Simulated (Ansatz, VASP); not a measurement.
**One calculation of AgCl, two programs**

Contents of POSCAR:

```
AgCl
1.0
    0.0000000000      2.8275737678      2.8275737678
    2.8275737678      0.0000000000      2.8275737678
    2.8275737678      2.8275737678      0.0000000000
Ag Cl
1 1
Direct
    0.0000000000      0.0000000000      0.0000000000
    0.5000000000      0.5000000000      0.5000000000
```

The input INCAR.step1:

```
SYSTEM = AgCl
ALGO = Normal
EDIFF = 1E-5
ENCUT = 550
GGA = PE
GGA_COMPAT = .False.
ISMEAR = 0
LASPH = .True.
LCHARG = .False.
LREAL = .False.
LWAVE = .True.
NBANDS = 16
NELM = 120
PREC = Accurate
SIGMA = 0.01
```

File INCAR.step2:

```
SYSTEM = AgCl
ALGO = Normal
EDIFF = 1E-6
ENCUT = 550
GGA_COMPAT = .False.
ISIF = 2
ISMEAR = 0
ISTART = 1
LASPH = .True.
LCHARG = .False.
LMIXTAU = .True.
LREAL = .False.
LWAVE = .False.
METAGGA = R2SCAN
NBANDS = 16
NELM = 120
PREC = Accurate
SIGMA = 0.01
```

Contents of KPOINTS:

```
k-points
0
Gamma
  6 6 6
  0 0 0
```

Input for Ansatz:

```yaml
crystal:
  lattice:
    - [0.0, 2.8275737678, 2.8275737678]
    - [2.8275737678, 0.0, 2.8275737678]
    - [2.8275737678, 2.8275737678, 0.0]
  atoms:
    - { symbol: Ag, position: [0.0, 0.0, 0.0] }
    - { symbol: Cl, position: [0.5, 0.5, 0.5] }
kpoints:
  mp_grid: { grid: [6, 6, 6] }
hamiltonian:
  xc: r2scan
scf:
  occupations: { method: fixed }
  n_extra_bands: 4
output:
  forces: true
  stress: true
  eigenvalues: true
```

Alike in both runs: task single point; functional r2SCAN; k mesh 6 × 6 × 6; no spin polarisation.

```csv
,VASP,Ansatz
version,VASP 6.6.1,Ansatz 0.2.0
potentials or method,"VASP PAW PBE potentials, release 64 (Ag, Cl)","plane waves, PAW"
plane-wave cutoff (eV),550,500
occupations,"gaussian, width 0.01 eV",fixed
valence electrons in the cell,18,26
```

Ansatz gave:

```
gap on the k mesh at the Fermi level (eV) : 1.48
pressure (GPa)                            : -2.6
```

Problem. Which values does VASP return?

Solution. gap on the k mesh at the Fermi level (eV): 1.43; pressure (GPa): -2.6.

VASP's potentials were made for PBE, not for r2SCAN. VASP's potentials hold 18 valence electrons a cell and Ansatz's 26, so a difference there can come from the potentials and not from the codes.
